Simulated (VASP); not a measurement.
A run of VASP 6.6.1 is set up as follows.

INCAR

```
  PREC = Accurate
  ENCUT = 520
  EDIFF = 1E-6
  ISMEAR = 0
  SIGMA = 0.05
  LREAL = F
  LASPH = T
  NELM = 100
  ALGO = Normal
  ISIF = 2
  LWAVE = F
  LCHARG = F
  LDIPOL = T
  IDIPOL = 3
  DIPOL = 0.5 0.5 0.500
  GGA = PE
  IVDW = 12
  IBRION = 2
  NSW = 70
  EDIFFG = -0.03
```

Contents of KPOINTS:

```
Automatic mesh
0
Gamma
  9 9 1
```

POSCAR

```
GaN
1.0
    3.1947246912      0.0000000000      0.0000000000
   -1.5973623456      2.7667127407      0.0000000000
    0.0000000000      0.0000000000     17.2606022342
N Ga
2 2
Selective dynamics
Direct
    0.0000000000      0.0000000000      0.4055478427  F F F
    0.3333333333      0.6666666667      0.5566712944  T T T
    0.3333333333      0.6666666667      0.4433287056  F F F
    0.6666666667      0.3333333333      0.5944521573  T T T
```

Potentials or basis: VASP PAW PBE potentials, release 64 (N, Ga_d).

Run with:

```console
$ cat potpaw_PBE.64/N/POTCAR potpaw_PBE.64/Ga_d/POTCAR > POTCAR
$ mpirun -np 1 vasp_std > vasp.out
```

(1) Predict the dispersion energy per atom.

(2) Estimate the energy gained by relaxing.

(3) What does it give for the band gap on the k mesh?

## Answers

(1) -0.144 eV.

(2) 158.5 meV/atom.

(3) 0.27 eV, direct.
